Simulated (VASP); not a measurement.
Set up this calculation in VASP 6.6.1, as the native input.

```yaml
Task: electric field gradients
Functional: r2SCAN
Potentials_or_basis: VASP PAW PBE potentials, release 64 (Si, N)
Cutoff: 520 eV
k_mesh: 4 × 4 × 9
Occupations: fermi-dirac, width 0.02 eV
Spin: no spin polarisation
Dipole_correction: no
Further_INCAR_settings: ALGO = Normal; EDIFF = 1e-08; NBANDS = 45
```

The system is Si3N4.

```
Si N
1.0
     7.63740    0.00000    0.00000
    -3.81870    6.61418    0.00000
     0.00000    0.00000    2.92200
Si N
6 8
Direct
  0.17446 0.76836 0.25000
  0.40610 0.17446 0.75000
  0.23164 0.40610 0.25000
  0.82554 0.23164 0.75000
  0.59390 0.82554 0.25000
  0.76836 0.59390 0.75000
  0.33333 0.66667 0.25000
  0.66667 0.33333 0.75000
  0.32989 0.03035 0.25000
  0.29953 0.32989 0.75000
  0.96965 0.29953 0.25000
  0.67011 0.96965 0.75000
  0.70047 0.67011 0.25000
  0.03035 0.70047 0.75000
```

One way to write it, as run:

POSCAR

```
Si3N4
1.0
    7.6374000000      0.0000000000      0.0000000000
   -3.8187000000      6.6141824189      0.0000000000
    0.0000000000      0.0000000000      2.9220000000
Si N
6 8
Direct
    0.1744563150      0.7683567482      0.2500000000
    0.4060995668      0.1744563150      0.7500000000
    0.2316432518      0.4060995668      0.2500000000
    0.8255436850      0.2316432518      0.7500000000
    0.5939004332      0.8255436850      0.2500000000
    0.7683567482      0.5939004332      0.7500000000
    0.3333333333      0.6666666667      0.2500000000
    0.6666666667      0.3333333333      0.7500000000
    0.3298872021      0.0303525842      0.2500000000
    0.2995346179      0.3298872021      0.7500000000
    0.9696474158      0.2995346179      0.2500000000
    0.6701127979      0.9696474158      0.7500000000
    0.7004653821      0.6701127979      0.2500000000
    0.0303525842      0.7004653821      0.7500000000
```

INCAR.step1

```
SYSTEM = Si3N4
  ALGO = Normal
  EDIFF = 1E-4
  ENCUT = 520
  GGA = PE
  ISMEAR = -1
  LASPH = .True.
  LCHARG = .False.
  LREAL = .False.
  LWAVE = .True.
  NBANDS = 45
  NELM = 100
  PREC = Accurate
  SIGMA = 0.02
```

INCAR.step2

```
SYSTEM = Si3N4
  ALGO = Normal
  EDIFF = 1E-8
  ENCUT = 520
  ISIF = 2
  ISMEAR = -1
  ISTART = 1
  LASPH = .True.
  LCHARG = .False.
  LEFG = .True.
  LMIXTAU = .True.
  LREAL = .False.
  LWAVE = .False.
  METAGGA = R2SCAN
  NBANDS = 45
  NELM = 100
  PREC = Accurate
  SIGMA = 0.02
```

KPOINTS

```
k-points
0
Gamma
  4 4 9
  0 0 0
```

Potentials or basis: VASP PAW PBE potentials, release 64 (Si, N).

Command:

```console
$ cat potpaw_PBE.64/Si/POTCAR potpaw_PBE.64/N/POTCAR > POTCAR
$ cp INCAR.step1 INCAR
$ mpirun -np 1 vasp_std > vasp.out
$ cp INCAR.step2 INCAR
$ mpirun -np 1 vasp_std > vasp.out
```

It gave:

* Pressure: -3.8 GPa
* Largest force: 0.052 eV/Å
* Band gap on the k mesh: 4.93 eV (least direct gap 5.12 eV)
* Largest electric field gradient by atom: Si +9.4; N -47.8, -47.7 (each value once) V/Å²

Caveat: the cell stands under tension; without QUAD_EFG the Cq values of the log hold for a quadrupole moment of 1 mb, not for the nuclei; the PAW data sets were made with another functional, which shifts forces and pressure a little; an odd mesh through Γ misses points on the zone boundary, where band edges can lie.

Wall time 13 min on 1 thread of Intel Xeon 8259CL, with other jobs on the host, peak memory 0.36 GiB.
